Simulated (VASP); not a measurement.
# P in VASP: further runs, part 2 of 2

VASP 6.6.1. Earlier steps stand in the parts before.

## 4. Single point, PBE+D3(BJ)

Contents of INCAR:

```
SYSTEM = P
  PREC = Accurate
  ENCUT = 520
  EDIFF = 1E-6
  ISMEAR = 0
  SIGMA = 0.02
  LREAL = .FALSE.
  LASPH = .TRUE.
  NELM = 80
  ALGO = Normal
  ISIF = 2
  LWAVE = .FALSE.
  LCHARG = .FALSE.
  LDIPOL = .TRUE.
  IDIPOL = 3
  DIPOL = 0.5 0.5 0.500
  GGA = PE
  IVDW = 12
  NBANDS = 12
```

Contents of KPOINTS:

```
regular mesh
0
G
  9 9 1
  0 0 0
```

Contents of POSCAR:

```
P
1.0
    3.4490000000      0.0000000000      0.0000000000
   -1.7245000000      2.9869216177      0.0000000000
    0.0000000000      0.0000000000     28.0000000000
P
2
Direct
    0.3333333333      0.6666666667      0.5333571429
    0.6666666667      0.3333333333      0.4666428571
```

Potentials or basis: VASP PAW PBE potentials, release 64 (P).

Started as:

```
cat potpaw_PBE.64/P/POTCAR > POTCAR
mpirun -np 1 vasp_std > vasp.out
```

OUTCAR:

```text
SYSTEM = P
   PREC = Accurate
   ENCUT = 520
   EDIFF = 1E-6
   ISMEAR = 0
   LREAL = .FALSE.
   LASPH = .TRUE.
   NELM = 80
   ISIF = 2
   GGA = PE
   IVDW = 12
 IVDW          = 12

 ion  position               nearest neighbor table
   1  0.333  0.667  0.533-   2 2.73   2 2.73   2 2.73
   2  0.667  0.333  0.467-   1 2.73   1 2.73   1 2.73

  LATTYP: Found a hexagonal cell.
 ALAT       =     3.4490000000
 C/A-ratio  =     8.1182951580

  Lattice vectors:

 A1 = (   3.4490000000,   0.0000000000,   0.0000000000)
 A2 = (  -1.7245000000,   2.9869216177,   0.0000000000)
 A3 = (   0.0000000000,   0.0000000000,  28.0000000000)

Analysis of symmetry for initial positions (statically):
=====================================================================
 Subroutine PRICEL returns:
 Original cell was already a primitive cell.

 Routine SETGRP: Setting up the symmetry group for a
 hexagonal supercell.

 Subroutine GETGRP returns: Found 12 space group operations
 (whereof 12 operations were pure point group operations)
 out of a pool of 24 trial point group operations.

The static configuration has the point symmetry D_3d.

Analysis of symmetry for dynamics (positions and initial velocities):
=====================================================================
 Subroutine PRICEL returns:
 Original cell was already a primitive cell.

 Routine SETGRP: Setting up the symmetry group for a
 hexagonal supercell.

 Subroutine GETGRP returns: Found 12 space group operations
 (whereof 12 operations were pure point group operations)
 out of a pool of 24 trial point group operations.

The dynamic configuration has the point symmetry D_3d.

 Subroutine INISYM returns: Found 12 space group operations
 (whereof 12 operations are pure point group operations),
 and found     1 'primitive' translations

----------------------------------------------------------------------------------------

                                     Primitive cell

  volume of cell :     288.4530

  direct lattice vectors                    reciprocal lattice vectors
     3.449000000  0.000000000  0.000000000     0.289939113  0.167396425  0.000000000
    -1.724500000  2.986921618  0.000000000     0.000000000  0.334792850  0.000000000
     0.000000000  0.000000000 28.000000000     0.000000000  0.000000000  0.035714286

  length of vectors
     3.449000000  3.449000000 28.000000000     0.334792850  0.334792850  0.035714286

  position of ions in fractional coordinates (direct lattice)
     0.333333333  0.666666667  0.533357143
     0.666666667  0.333333333  0.466642857

  ion indices of the primitive-cell ions
   primitive index   ion index
                 1           1
                 2           2

----------------------------------------------------------------------------------------

 KPOINTS: regular mesh

Automatic generation of k-mesh.
 Grid dimensions read from file:
 generate k-points for:    9    9    1

 Generating k-lattice:

  Cartesian coordinates                     Fractional coordinates (reciprocal lattice)
     0.032215457  0.018599603  0.000000000     0.111111111  0.000000000  0.000000000
     0.000000000  0.037199206  0.000000000     0.000000000  0.111111111  0.000000000
     0.000000000  0.000000000  0.035714286     0.000000000  0.000000000  1.000000000

  Length of vectors
[... 32 lines left out ...]
 SYSTEM =  P
   PREC   = accura    normal or accurate (medium, high low for compatibility)
   ISTART =      0    job   : 0-new  1-cont  2-samecut
   ICHARG =      2    charge: 1-file 2-atom 10-const
   ISPIN  =      1    spin polarized calculation?
   LNONCOLLINEAR =      F non collinear calculations
   LSORBIT =      F    spin-orbit coupling
   LASPH  =      T    aspherical Exc in radial PAW
   ENCUT  =  520.0 eV  38.22 Ry    6.18 a.u.   6.41  6.41 52.06*2*pi/ulx,y,z
   NELM   =     80;   NELMIN=  2; NELMDL= -5     # of ELM steps
   EDIFF  = 0.1E-05   stopping-criterion for ELM
   LREAL  =      F    real-space projection
   EDIFFG = 0.1E-04   stopping-criterion for IOM
   NSW    =      0    number of steps for IOM
   IBRION =     -1    ionic relax: 0-MD 1-quasi-New 2-CG
   NFREE  =      0    steps in history (QN), initial steepest desc. (CG)
   ISIF   =      2    stress and relaxation
   ISYM   =      2    0-nonsym 1-usesym 2-fastsym
   POTIM  = 0.5000    time-step for ionic-motion
   TEBEG  =    0.0;   TEEND  =   0.0 temperature during run
   PSTRESS=    0.0 pullay stress
   NELECT =      10.0000    total number of electrons
   NUPDOWN=      -1.0000    fix difference up-down
   EMIN   =  10.00;   EMAX   =-10.00  energy-range for DOS
   EFERMI =   0.00;   METHOD = LEGACY
   ISMEAR =     0;   SIGMA  =   0.02  broadening in eV -4-tet -1-fermi 0-gaus
   EFERMI_NEDOS =   21; number of points for ismear=-14 and -15
   IALGO  =     38    algorithm
   IMIX   =      4    mixing-type and parameters
     AMIX     =   0.40;   BMIX     =  1.00
     AMIX_MAG =   1.60;   BMIX_MAG =  1.00
  volume/ion in A,a.u.               =     144.23       973.29
  Fermi-wavevector in a.u.,A,eV,Ry     =   0.533806  1.008746  3.876959  0.284948
  Thomas-Fermi vector in A             =   1.557921
   LORBIT       =      0    0 simple, 1 ext, 2 COOP (PROOUT), +10 PAW based schemes
   GGA     = PE    functional components
   LHFCALC =     F    Hartree Fock is set to
   AEXX    =    0.0000 exact exchange contribution
   IVDW    =    12    specifies the selected vdW correction
   LEPSILON=     F    determine dielectric tensor
   LRPA    =     F    only Hartree local field effects (RPA)
 non-spin polarized calculation
 Gauss-broadening in eV      SIGMA  =   0.02
  energy-cutoff  :      520.00
  volume of cell :      288.45
 maximum number of plane-waves:      7831
 NGX is ok and might be reduce to    28
   NGX = 13   NGY = 13   NGZ =105

 number of electron      10.0000000 magnetization

 dipolmoment           0.000000      0.000000      0.000000 electrons x Angstroem

 number of electron       9.9999999 magnetization

 dipolmoment           0.000000      0.000000     -0.000000 electrons x Angstroem

 Free energy of the ion-electron system (eV)
  ---------------------------------------------------
  ext. energy  EPLUGINS =         0.00000000
  ---------------------------------------------------
  free energy    TOTEN  =        -8.41376284 eV

  energy without entropy =       -8.41376257  energy(sigma->0) =       -8.41376270

 E-fermi :  -2.9455     XC(G=0):  -1.9637

 val. band max:       -3.0045841694   @ k =   0.3333   0.0000   0.0000
 cond. band min:      -2.8842601503   @ k =   0.3333   0.2222   0.0000
 fundamental gap:      0.1203240192
 Fermi energy:        -2.9455190903

 k-point     1 :       0.0000    0.0000    0.0000
  band No.  band energies     occupation
      1     -15.4152      2.00000
      2     -11.7608      2.00000
      3      -5.6469      2.00000
      4      -2.4001      0.00000
      5      -2.4001      0.00000
      6      -1.2771      0.00000
      7      -0.5790      0.00000
      8      -0.5790      0.00000
      9       1.0995      0.00000
     10       1.2624      0.00000
     11       1.5365      0.00000
     12       1.9182      0.00000
[... 151 lines left out ...]
 k-point    12 :       0.3333    0.3333    0.0000
  band No.  band energies     occupation
      1     -12.1666      2.00000
      2     -12.1666      2.00000
      3      -6.8479      2.00000
      4      -5.9400      2.00000
      5      -5.9400      2.00000
      6      -3.3019      2.00000
      7      -1.2598      0.00000
      8      -1.2598      0.00000
      9       3.7049      0.00000
     10       5.4128      0.00000
     11       5.4128      0.00000
     12       6.0236      0.00000

------------------------ aborting loop because EDIFF is reached ----------------------------------------

 vacuum level on the upper side and lower side of the slab       (xc-potential included)        -0.007        -0.007

 Edisp (eV)   -0.36325

 E8    (eV) :    -0.1486

  FORCE on cell =-STRESS in cart. coord.  units (eV):
  Direction    XX          YY          ZZ          XY          YZ          ZX
  --------------------------------------------------------------------------------------
  -------------------------------------------------------------------------------------
  Total      -3.26138    -3.26138    -8.38374     0.00000     0.00000     0.00000
  in kB     -18.11493   -18.11493   -46.56646     0.00000     0.00000     0.00000
  external pressure =      -27.60 kB  Pullay stress =        0.00 kB

 VOLUME and BASIS-vectors are now :
 -----------------------------------------------------------------------------
  energy-cutoff  :      520.00
  volume of cell :      288.45
      direct lattice vectors                 reciprocal lattice vectors
     3.449000000  0.000000000  0.000000000     0.289939113  0.167396425  0.000000000
    -1.724500000  2.986921618  0.000000000     0.000000000  0.334792850  0.000000000
     0.000000000  0.000000000 28.000000000     0.000000000  0.000000000  0.035714286

 POSITION                                       TOTAL-FORCE (eV/Angst)
 -----------------------------------------------------------------------------------
     -0.00000      1.99128     14.93400         0.000000     -0.000000     -4.484475
      1.72450      0.99564     13.06600        -0.000000      0.000000      4.484475
 -----------------------------------------------------------------------------------
    total drift:                               -0.000000     -0.000000      0.000000

  FREE ENERGIE OF THE ION-ELECTRON SYSTEM (eV)
  ---------------------------------------------------
  free  energy   TOTEN  =        -8.7770140998 eV

  energy  without entropy=       -8.7770138227  energy(sigma->0) =       -8.77701396

 vacuum level on the upper side and lower side of the slab         1.415         1.415
```

stdout:

```text
POSCAR found type information on POSCAR P
 POSCAR found :  1 types and       2 ions
 scaLAPACK will be used
 LDA part: xc-table for (Slater+PW92), standard interpolation
 POSCAR, INCAR and KPOINTS ok, starting setup
 FFT: planning ... GRIDC
 FFT: planning ... GRID_SOFT
 FFT: planning ... GRID
 WAVECAR not read
 entering main loop
```

Wall time 2 min (1 thread of AMD EPYC 7R13, shared host); peak memory 0.35 GiB.

Results:

| Property | Result |
| --- | --- |
| Free energy | -8.7770 eV |
| Largest force | 4.484 eV/Å |
| Band gap on the k mesh | zero (band 5 reaches -2.40 eV, above the bottom of band 6 at -3.30 eV) |
| Dispersion energy per atom | -0.182 eV |

Forces in eV/Å, atoms in the order of the input:
```
P    0.000  0.000 -4.484
P    0.000  0.000  4.484
```

## 5. Single point, PBE+D3(BJ)

This run uses another cell than the first one, of 128.93 Å³/atom, 0.894 times its volume.

Contents of INCAR:

```
SYSTEM = P
ALGO     = Normal         ! electronic algorithm
DIPOL    = 0.5 0.5 0.500
EDIFF    = 1E-7           ! SCF threshold, eV
ENCUT    = 520            ! plane-wave cutoff, eV
GGA      = PE             ! functional
IDIPOL   = 3            
ISIF     = 2              ! what is computed and relaxed
ISMEAR   = 0              ! smearing method
IVDW     = 12             ! dispersion correction
LASPH    = .TRUE.         ! aspherical terms in the spheres
LCHARG   = .FALSE.        ! write CHGCAR
LDIPOL   = .TRUE.       
LREAL    = .FALSE.        ! projectors in reciprocal space
LWAVE    = .FALSE.        ! write WAVECAR
NBANDS   = 12             ! bands
NELM     = 80             ! most SCF steps
PREC     = Accurate       ! precision mode
SIGMA    = 0.02           ! smearing width, eV
```

Contents of KPOINTS:

```
k-points
0
G
  9 9 1
  0 0 0
```

Contents of POSCAR:

```
P
1.0
    3.2610000000      0.0000000000      0.0000000000
   -1.6305000000      2.8241088418      0.0000000000
    0.0000000000      0.0000000000     28.0000000000
P
2
Direct
    0.3333333333      0.6666666667      0.5285892857
    0.6666666667      0.3333333333      0.4714107143
```

Started as:

```
cat potpaw_PBE.64/P/POTCAR > POTCAR
mpirun -np 1 vasp_std > vasp.out
```

Run time: 70 s. Hardware: 1 thread of Intel Xeon 6975P-C, shared host; peak memory 0.33 GiB.

It converged, with:

| Item | Value |
| --- | --- |
| Free energy | -10.2514 eV |
| Largest force | 4.268 eV/Å |
| Band gap on the k mesh | zero (band 5 reaches -2.35 eV, above the bottom of band 6 at -2.84 eV) |
| Dispersion energy per atom | -0.207 eV |

Forces on the atoms (eV/Å):
```
P    0.000  0.000 -4.268
P    0.000  0.000  4.268
```

Levels at points of the mesh, in eV from the Fermi level:
| k point | band 2 | band 3 | band 4 | band 5 | band 6 | band 7 | band 8 | band 9 |
| --- | --- | --- | --- | --- | --- | --- | --- | --- |
| (0.00, 0.00, 0.00) | -8.70 | -2.82 | 0.33 | 0.33 | 2.61 | 3.07 | 3.07 | 4.00 |

## 6. Single point, PBE+D3(BJ)

This run uses another cell than the first one, of 128.93 Å³/atom, 0.894 times its volume.

Contents of INCAR:

```
PREC     = Accurate       # precision mode
ENCUT    = 520            # plane-wave cutoff, eV
EDIFF    = 1E-6           # SCF threshold, eV
ISMEAR   = 0              # smearing method
SIGMA    = 0.02           # smearing width, eV
LREAL    = False          # projectors in reciprocal space
LASPH    = True           # aspherical terms in the spheres
NELM     = 80             # most SCF steps
ALGO     = Normal         # electronic algorithm
ISIF     = 2              # what is computed and relaxed
LWAVE    = False          # write WAVECAR
LCHARG   = True           # write CHGCAR
LDIPOL   = True         
IDIPOL   = 3            
DIPOL    = 0.5 0.5 0.500
GGA      = PE             # functional
IVDW     = 12             # dispersion correction
LELF     = True           # ELF
LVHAR    = True         
LVACPOTAV= True         
NBANDS   = 12             # bands
```

Contents of KPOINTS:

```
Automatic mesh
0
Gamma
  9 9 1
```

Contents of POSCAR:

```
P
1.0
    3.2610000000      0.0000000000      0.0000000000
   -1.6305000000      2.8241088418      0.0000000000
    0.0000000000      0.0000000000     28.0000000000
P
2
Direct
    0.3333333333      0.6666666667      0.5047678571
    0.6666666667      0.3333333333      0.4952321429
```

Potentials or basis: VASP PAW PBE potentials, release 64 (P).

Started as:

```
cat potpaw_PBE.64/P/POTCAR > POTCAR
mpirun -np 1 vasp_std > vasp.out
```

OUTCAR:

```text
PREC = Accurate
   ENCUT = 520
   EDIFF = 1E-6
   ISMEAR = 0
   LREAL = False
   LASPH = True
   NELM = 80
   ISIF = 2
   GGA = PE
   IVDW = 12
 IVDW          = 12

 ion  position               nearest neighbor table
   1  0.333  0.667  0.505-   2 1.90   2 1.90   2 1.90
   2  0.667  0.333  0.495-   1 1.90   1 1.90   1 1.90

  LATTYP: Found a hexagonal cell.
 ALAT       =     3.2610000000
 C/A-ratio  =     8.5863232137

  Lattice vectors:

 A1 = (   3.2610000000,   0.0000000000,   0.0000000000)
 A2 = (  -1.6305000000,   2.8241088418,   0.0000000000)
[... 361 lines left out ...]

  FORCE on cell =-STRESS in cart. coord.  units (eV):
  Direction    XX          YY          ZZ          XY          YZ          ZX
  --------------------------------------------------------------------------------------
  -------------------------------------------------------------------------------------
  Total      15.59343    15.59343     0.65375     0.00000     0.00000    -0.00000
  in kB      96.88619    96.88619     4.06193     0.00000     0.00000    -0.00000
  external pressure =       65.94 kB  Pullay stress =        0.00 kB

 VOLUME and BASIS-vectors are now :
 -----------------------------------------------------------------------------
  energy-cutoff  :      520.00
  volume of cell :      257.86
      direct lattice vectors                 reciprocal lattice vectors
     3.261000000  0.000000000  0.000000000     0.306654400  0.177047001  0.000000000
    -1.630500000  2.824108842  0.000000000     0.000000000  0.354094001  0.000000000
     0.000000000  0.000000000 28.000000000     0.000000000  0.000000000  0.035714286

 POSITION                                       TOTAL-FORCE (eV/Angst)
 -----------------------------------------------------------------------------------
     -0.00000      1.88274     14.13350         0.000000      0.000000      2.490689
      1.63050      0.94137     13.86650        -0.000000     -0.000000     -2.490689
 -----------------------------------------------------------------------------------
    total drift:                               -0.000000      0.000000      0.000000

  FREE ENERGIE OF THE ION-ELECTRON SYSTEM (eV)
  ---------------------------------------------------
  free  energy   TOTEN  =        -7.6221481034 eV

  energy  without entropy=       -7.6216214986  energy(sigma->0) =       -7.62188480

 vacuum level on the upper side and lower side of the slab         1.528         1.528
```

stdout:

```text
POSCAR found type information on POSCAR P
 POSCAR found :  1 types and       2 ions
 scaLAPACK will be used
 LDA part: xc-table for (Slater+PW92), standard interpolation
 POSCAR, INCAR and KPOINTS ok, starting setup
 FFT: planning ... GRIDC
 FFT: planning ... GRID_SOFT
 FFT: planning ... GRID
 WAVECAR not read
 entering main loop
 -----------------------------------------------------------------------------
|                                                                             |
|           W    W    AA    RRRRR   N    N  II  N    N   GGGG   !!!           |
|           W    W   A  A   R    R  NN   N  II  NN   N  G    G  !!!           |
|           W    W  A    A  R    R  N N  N  II  N N  N  G       !!!           |
|           W WW W  AAAAAA  RRRRR   N  N N  II  N  N N  G  GGG   !            |
|           WW  WW  A    A  R   R   N   NN  II  N   NN  G    G                |
|           W    W  A    A  R    R  N    N  II  N    N   GGGG   !!!           |
|                                                                             |
|     Did not find any points to average over, which means that no vacuum     |
|     field-free region was found. Please increase the size of  your cell     |
|     in the dimension of the dipole correction to obtain accurate            |
|     workfunction values.                                                    |
|                                                                             |
 -----------------------------------------------------------------------------
```

Run time: 70 s. Hardware: 1 thread of Intel Xeon 6975P-C, shared host; peak memory 0.33 GiB.

What came out:

* Free energy: -7.6221 eV
* Largest force: 2.491 eV/Å
* Band gap on the k mesh: zero (band 5 reaches -1.62 eV, above the bottom of band 6 at -3.65 eV)
* Dispersion energy per atom: -0.222 eV

Forces in eV/Å, atoms in the order of the input:
```
P    0.000  0.000  2.491
P    0.000  0.000 -2.491
```

Levels at points of the mesh, in eV from the Fermi level:
```
           k point  band 3  band 4  band 5  band 6  band 7  band 8
(0.00, 0.00, 0.00)   -5.51   -5.51    0.48    0.48    1.11    1.21
```
